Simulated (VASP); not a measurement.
# SnO2 (Imm2) in VASP: a series of runs

The runs below take SnO2 through single point, with PBEsol.

Everything below comes from runs of VASP 6.6.1. Logs are shortened: lines on timing, memory, paths and dates and some standing lists are left out, and cuts for length are marked.

### 1 The cell of the first run

It takes space group Imm2 (No. 44, orthorhombic). The conventional cell has a = 4.011 Å, b = 4.011 Å, c = 10.245 Å, α = 90.00°, β = 90.00°, γ = 90.00°. Within 2.7 Å of Sn (site symmetry mm2) lie 6 O at 2.04 to 2.08 Å. Sn (site symmetry mm2) has 5 O at 2.06 to 2.08 Å within 2.7 Å. Within 2.7 Å of O (site symmetry mm2) lie 2 Sn at 2.04 Å and 2 O at 2.62 Å. Within 2.7 Å of O (site symmetry mm2) lie 3 Sn at 2.06 to 2.08 Å. O (site symmetry mm2) has 3 Sn at 2.06 to 2.08 Å and 2 O at 2.56 Å within 2.7 Å. Within 2.7 Å of O (site symmetry mm2) lie 3 Sn at 2.06 to 2.08 Å and 4 O at 2.56 to 2.62 Å.

### 2 Single point, PBEsol (atom 3 (O) moved by -0.000 Å along [0 1 0] and -0.870 Å along [0 0 1])

Contents of INCAR:

```
SYSTEM = SnO2
  ALGO = Normal
  EDIFF = 1E-6
  ENCUT = 520
  GGA = PS
  ISIF = 2
  ISMEAR = 0
  LASPH = .TRUE.
  LCHARG = .TRUE.
  LELF = .TRUE.
  LREAL = .FALSE.
  LVHAR = .TRUE.
  LWAVE = .FALSE.
  NBANDS = 35
  NELM = 60
  PREC = Accurate
  SIGMA = 0.05
```

Contents of KPOINTS:

```
k-points
0
G
  10 10 10
  0 0 0
```

Contents of POSCAR:

```
SnO2
1.0
   -2.0054999738      2.0054999738      5.1227446880
    2.0054999738     -2.0054999738      5.1227446880
    2.0054999738      2.0054999738     -5.1227446880
Sn O
2 4
Direct
    0.7500000000      0.2500000000      0.5000000000
    0.0000000000      0.0000000000      0.0000000000
    0.7121658047      0.7121658047      0.0000000000
    0.9529187786      0.4529187786      0.5000000000
    0.2029187786      0.2029187786      0.0000000000
    0.5470812214      0.0470812214      0.5000000000
```

Potentials or basis: VASP PAW PBE potentials, release 64 (Sn_d, O).

Started as:

```sh
$ cat potpaw_PBE.64/Sn_d/POTCAR potpaw_PBE.64/O/POTCAR > POTCAR
$ mpirun -np 1 vasp_std > vasp.out
```

OUTCAR:

```text
SYSTEM = SnO2
   EDIFF = 1E-6
   ENCUT = 520
   GGA = PS
   ISIF = 2
   ISMEAR = 0
   LASPH = .TRUE.
   LREAL = .FALSE.
   NELM = 60
   PREC = Accurate

 ion  position               nearest neighbor table
   1  0.750  0.250  0.500-   3 2.04   3 2.04   5 2.06   5 2.06   4 2.08   6 2.08   2 3.25   2 3.25
                             2 3.25   2 3.25
   2  0.000  0.000  0.000-   6 2.06   4 2.06   6 2.06   4 2.06   5 2.08   1 3.25   1 3.25   1 3.25
                             1 3.25
   3  0.712  0.712  0.000-   1 2.04   1 2.04
   4  0.953  0.453  0.500-   2 2.06   2 2.06   1 2.08
   5  0.203  0.203  0.000-   1 2.06   1 2.06   2 2.08
   6  0.547  0.047  0.500-   2 2.06   2 2.06   1 2.08

  LATTYP: Found a body centered tetragonal cell.
 ALAT       =     4.0109999476
 C/A-ratio  =     2.5543479207

  Lattice vectors:

 A1 = (  -2.0054999738,   2.0054999738,   5.1227446880)
 A2 = (   2.0054999738,  -2.0054999738,   5.1227446880)
 A3 = (   2.0054999738,   2.0054999738,  -5.1227446880)

Analysis of symmetry for initial positions (statically):
=====================================================================
 Subroutine PRICEL returns:
 Original cell was already a primitive cell.

 Routine SETGRP: Setting up the symmetry group for a
 body centered tetragonal supercell.

 Subroutine GETGRP returns: Found  4 space group operations
 (whereof  4 operations were pure point group operations)
 out of a pool of 16 trial point group operations.

The static configuration has the point symmetry C_2v.

Analysis of symmetry for dynamics (positions and initial velocities):
=====================================================================
 Subroutine PRICEL returns:
 Original cell was already a primitive cell.

 Routine SETGRP: Setting up the symmetry group for a
 body centered tetragonal supercell.

 Subroutine GETGRP returns: Found  4 space group operations
 (whereof  4 operations were pure point group operations)
 out of a pool of 16 trial point group operations.

The dynamic configuration has the point symmetry C_2v.

 Subroutine INISYM returns: Found  4 space group operations
 (whereof  4 operations are pure point group operations),
 and found     1 'primitive' translations

----------------------------------------------------------------------------------------

[... 100 lines left out ...]
   EDIFF  = 0.1E-05   stopping-criterion for ELM
   LREAL  =      F    real-space projection
   EDIFFG = 0.1E-04   stopping-criterion for IOM
   NSW    =      0    number of steps for IOM
   IBRION =     -1    ionic relax: 0-MD 1-quasi-New 2-CG
   NFREE  =      0    steps in history (QN), initial steepest desc. (CG)
   ISIF   =      2    stress and relaxation
   ISYM   =      2    0-nonsym 1-usesym 2-fastsym
   POTIM  = 0.5000    time-step for ionic-motion
   TEBEG  =    0.0;   TEEND  =   0.0 temperature during run
   PSTRESS=    0.0 pullay stress
   NELECT =      52.0000    total number of electrons
   NUPDOWN=      -1.0000    fix difference up-down
   EMIN   =  10.00;   EMAX   =-10.00  energy-range for DOS
   EFERMI =   0.00;   METHOD = LEGACY
   ISMEAR =     0;   SIGMA  =   0.05  broadening in eV -4-tet -1-fermi 0-gaus
   EFERMI_NEDOS =   21; number of points for ismear=-14 and -15
   IALGO  =     38    algorithm
   IMIX   =      4    mixing-type and parameters
     AMIX     =   0.40;   BMIX     =  1.00
     AMIX_MAG =   1.60;   BMIX_MAG =  1.00
  volume/ion in A,a.u.               =      13.74        92.69
  Fermi-wavevector in a.u.,A,eV,Ry     =   1.404128  2.653417 26.824901  1.971575
  Thomas-Fermi vector in A             =   2.526720
   LORBIT       =      0    0 simple, 1 ext, 2 COOP (PROOUT), +10 PAW based schemes
   GGA     = PS    functional components
   LHFCALC =     F    Hartree Fock is set to
   AEXX    =    0.0000 exact exchange contribution
   IVDW    =     0    specifies the selected vdW correction
   LEPSILON=     F    determine dielectric tensor
   LRPA    =     F    only Hartree local field effects (RPA)
 non-spin polarized calculation
 Gauss-broadening in eV      SIGMA  =   0.05
  energy-cutoff  :      520.00
  volume of cell :       82.42
 maximum number of plane-waves:      2260
 NGX is ok and might be reduce to    48
   NGX = 21   NGY = 21   NGZ = 21

 number of electron      52.0000004 magnetization

 Free energy of the ion-electron system (eV)
  ---------------------------------------------------
  ext. energy  EPLUGINS =         0.00000000
  ---------------------------------------------------
  free energy    TOTEN  =       -37.33665379 eV

  energy without entropy =      -37.33613790  energy(sigma->0) =      -37.33639584

 E-fermi :   5.1000     XC(G=0): -10.6336

 val. band max:        5.0799736573   @ k =   0.1000   0.0000   0.0000
 cond. band min:       5.1000395908   @ k =   0.5000   0.5000   0.0000
 fundamental gap:      0.0200659336
 Fermi energy:         5.1000181765

 k-point     1 :       0.0000    0.0000    0.0000
  band No.  band energies     occupation
      1     -16.9458      2.00000
      2     -16.6761      2.00000
      3     -16.2274      2.00000
      4     -16.1930      2.00000
      5     -16.0532      2.00000
      6     -16.0341      2.00000
[... 901 lines left out ...]
     34      15.0207      0.00000
     35      16.3148      0.00000

 [... further k-points ...]

------------------------ aborting loop because EDIFF is reached ----------------------------------------

  FORCE on cell =-STRESS in cart. coord.  units (eV):
  Direction    XX          YY          ZZ          XY          YZ          ZX
  --------------------------------------------------------------------------------------
  -------------------------------------------------------------------------------------
  Total       -0.0528857     -0.1604436     -0.7134899      0.0000000      0.0000000      0.0000000
  in kB       -1.0281129     -3.1190697    -13.8704446      0.0000000      0.0000000      0.0000000
  external PRESSURE =      -6.0058758 kB  Pullay stress =       0.0000000 kB

 VOLUME and BASIS-vectors are now :
 -----------------------------------------------------------------------------
  energy-cutoff  :      520.00
  volume of cell :       82.42
      direct lattice vectors                 reciprocal lattice vectors
    -2.005499974  2.005499974  5.122744688     0.000000000  0.249314389  0.097603927
     2.005499974 -2.005499974  5.122744688     0.249314389  0.000000000  0.097603927
     2.005499974  2.005499974 -5.122744688     0.249314389  0.249314389  0.000000000

 POSITION                                       TOTAL-FORCE (eV/Angst)
 -----------------------------------------------------------------------------------
      0.00000      2.00550      2.56137         0.000000     -0.000000     -1.024663
      0.00000      0.00000      0.00000         0.000000     -0.000000      1.617175
      0.00000      0.00000      7.29649        -0.000000      0.000000      2.739599
      0.00000      2.00550      4.64037         0.000000     -0.000000     -1.190301
      0.00000      0.00000      2.07900         0.000000     -0.000000     -0.063127
      0.00000      2.00550      0.48237         0.000000     -0.000000     -2.078683
 -----------------------------------------------------------------------------------
    total drift:                                0.000000      0.000001      0.000143

  FREE ENERGIE OF THE ION-ELECTRON SYSTEM (eV)
  ---------------------------------------------------
  free  energy   TOTEN  =       -37.3366537869 eV

  energy  without entropy=      -37.3361378962  energy(sigma->0) =      -37.33639584
```

stdout:

```text
POSCAR found type information on POSCAR SnO
 POSCAR found :  2 types and       6 ions
 scaLAPACK will be used
 -----------------------------------------------------------------------------
|                                                                             |
|                                                                             |
|     You enforced a specific xc type in the INCAR file but a different       |
|     I HOPE YOU KNOW WHAT YOU ARE DOING!                                     |
|                                                                             |
 -----------------------------------------------------------------------------

 LDA part: xc-table for (Slater+PW92), standard interpolation
 POSCAR, INCAR and KPOINTS ok, starting setup
 FFT: planning ... GRIDC
 FFT: planning ... GRID_SOFT
 FFT: planning ... GRID
 WAVECAR not read
 entering main loop
```

Wall time 20 min (1 thread of Oxide Virtual Turin-like, shared host); peak memory 0.56 GiB.

What came out:

```
Free energy            : -37.3367 eV
Pressure               : -0.6 GPa
Largest force          : 2.740 eV/Å
Band gap on the k mesh : zero (band 26 reaches 5.10 eV, above the bottom of band 27 at 4.82 eV)
```

Forces in eV/Å, atoms in the order of the input:
```
Sn   0.000  0.000 -1.025
Sn   0.000  0.000  1.617
O    0.000  0.000  2.740
O    0.000  0.000 -1.190
O    0.000  0.000 -0.063
O    0.000  0.000 -2.079
```

Stress tensor (GPa, compression positive):
```
-0.10  0.00  0.00
 0.00 -0.31  0.00
 0.00  0.00 -1.39
```

Levels at points of the mesh, in eV from the Fermi level:
```csv
k point,band 23,band 24,band 25,band 26,band 27,band 28,band 29,band 30
"(0.00, 0.00, 0.00)",-1.92,-1.60,-1.26,-0.71,-0.28,3.27,6.89,7.99
"(0.50, 0.00, 0.00)",-1.70,-1.65,-1.58,-1.34,1.36,4.42,5.75,7.76
"(0.00, 0.50, 0.00)",-2.10,-1.65,-1.03,-0.97,2.99,4.15,5.32,7.57
"(0.50, 0.50, 0.00)",-1.87,-1.33,-0.89,0.00,3.71,4.19,5.62,6.15
"(0.50, 0.50, 0.50)",-2.06,-1.68,-1.26,-0.69,0.36,3.01,5.28,8.00
```

Caveat: the cell differs from its parent crystal (atom 3 (O) moved by -0.000 Å along [0 1 0] and -0.870 Å along [0 0 1]); the PAW data sets were made with another functional, which shifts forces and pressure a little; spin-orbit coupling is left out, which moves the levels of the heavy elements.

(Part 1 of 2 ends here.)
